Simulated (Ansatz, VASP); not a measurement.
ZnO: VASP beside Ansatz

```
CELL_PARAMETERS angstrom
0.00000 2.13377 2.13377
2.09109 0.00000 2.13377
2.09109 2.13377 0.00000
ATOMIC_POSITIONS crystal
Zn 0.00000 0.00000 0.00000
O 0.50000 0.50000 0.50000
```

Change from the starting cell: uniaxial_x strain -2.0%.

Alike in both runs: task single point; functional PBE; k mesh 10 × 10 × 10; occupations fermi-dirac, width 0.02 eV; no spin polarisation.

|  | VASP | Ansatz |
| --- | --- | --- |
| version | VASP 6.6.1 | Ansatz 0.2.0 |
| potentials or method | VASP PAW PBE potentials, release 64 (Zn, O_h) | plane waves, PAW |
| plane-wave cutoff (eV) | 1340 | 420 |
| valence electrons in the cell | 18 | 18 |

```csv
,VASP,Ansatz,Ansatz less VASP
gap on the k mesh at the Fermi level (eV),0.96,0.99,+0.032
pressure (GPa),13.5,12.3,-1.15
"traceless stress, the component that is largest in VASP (GPa)",2.02,1.88,-0.142
```

With one functional, cell and mesh, what is left measures potentials, basis and numerics.
